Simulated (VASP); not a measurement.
A run of VASP 6.6.1 is set up as follows.

Contents of INCAR:

```
SYSTEM = ZrC
PREC = Accurate ; ENCUT = 520
EDIFF = 1E-7 ; ISMEAR = -1
SIGMA = 0.1 ; LREAL = .FALSE.
LASPH = .TRUE. ; NELM = 60
ALGO = Normal ; ISIF = 2
LWAVE = .FALSE. ; LCHARG = .TRUE.
GGA = PS ; LELF = .TRUE.
LVHAR = .TRUE. ; NBANDS = 15
```

File KPOINTS:

```
regular mesh
0
G
  18 18 18
  0 0 0
```

POSCAR

```
ZrC
1.0
    0.0000000000      2.2908523151      2.2908523151
    2.2908523151      0.0000000000      2.2908523151
    2.2908523151      2.2908523151      0.0000000000
Zr C
1 1
Direct
    0.5000000000      0.5000000000      0.5000000000
    0.0000000000      0.0000000000      0.0000000000
```

Potentials or basis: VASP PAW PBE potentials, release 64 (Zr_sv, C).

Command:

```sh
$ cat potpaw_PBE.64/Zr_sv/POTCAR potpaw_PBE.64/C/POTCAR > POTCAR
$ mpirun -np 1 vasp_std > vasp.out
```

(1) Estimate the pressure.

(2) Estimate the band gap on the k mesh.

## Answers

(1) 15.4 GPa.

(2) zero (band 8 reaches 11.37 eV, above the bottom of band 9 at 10.02 eV).

Caveat: the PAW data sets were made with another functional, which shifts forces and pressure a little.
